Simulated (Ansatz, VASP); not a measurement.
# One calculation of BaZrO3, two programs

```
Ba Zr O
1.0
     4.20507    0.00000    0.00000
     0.00000    4.20507    0.00000
     0.00000    0.00000    4.20507
Ba Zr O
1 1 3
Cartesian
  0.0000 0.0000 0.0000
  2.1025 2.1025 2.1025
  2.1025 0.0000 2.1025
  2.1025 2.1025 0.0000
  0.0000 2.1025 2.1025
```

Alike in both runs: functional r2SCAN; k mesh 6 × 6 × 6; occupations gaussian, width 0.02 eV; no spin polarisation.

Ansatz relaxed the structure, and its values are those at the end. VASP's run is a single point on that final structure, the one shown.

|  | VASP | Ansatz |
| --- | --- | --- |
| version | VASP 6.6.1 | Ansatz 0.2.0 |
| potentials or method | VASP PAW PBE potentials, release 64 (Ba_sv, Zr_sv, O), cutoff 520 eV | scalar-relativistic, plane waves, PAW |
| valence electrons in the cell | 40 | 40 |

```csv
,VASP,Ansatz,Ansatz less VASP
gap on the k mesh at the Fermi level (eV),3.68,3.73,+0.053
least direct gap on the mesh (eV),3.93,3.96,+0.026
pressure (GPa),1.0,0.0,-1.03
```

VASP's potentials were made for PBE, not for r2SCAN. The functional is the same, so the differences come from potentials, cutoffs and numerics.

Neither program's run includes spin-orbit coupling.
